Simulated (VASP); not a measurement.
Input of a VASP 6.6.1 run:

File INCAR:

```
PREC = Accurate
ENCUT = 520
EDIFF = 1E-6
ISMEAR = -1
SIGMA = 0.1
LREAL = False
LASPH = True
NELM = 60
ALGO = Normal
ISIF = 2
LWAVE = False
LCHARG = True
GGA = RE
LELF = True
LVHAR = True
NBANDS = 12
```

Contents of KPOINTS:

```
Automatic mesh
0
Gamma
  17 17 17
```

The input POSCAR:

```
Cd
1.0
    3.0441033087      0.0000000000      0.0000000000
    0.0000000000      3.0441033087      0.0000000000
    0.0000000000      0.0000000000      3.0441033087
Cd
1
Direct
    0.0000000000      0.0000000000      0.0000000000
```

Potentials or basis: VASP PAW PBE potentials, release 64 (Cd).

The run is started by

```bash
$ cat potpaw_PBE.64/Cd/POTCAR > POTCAR
$ mpirun -np 1 vasp_std > vasp.out
```

Task: Predict the band gap on the k mesh.

Result: Zero (band 6 reaches 5.12 eV, above the bottom of band 7 at -0.26 eV).

Task: Predict the pressure.

Result: 0.3 GPa.

Caveat: the PAW data sets were made with another functional, which shifts forces and pressure a little.
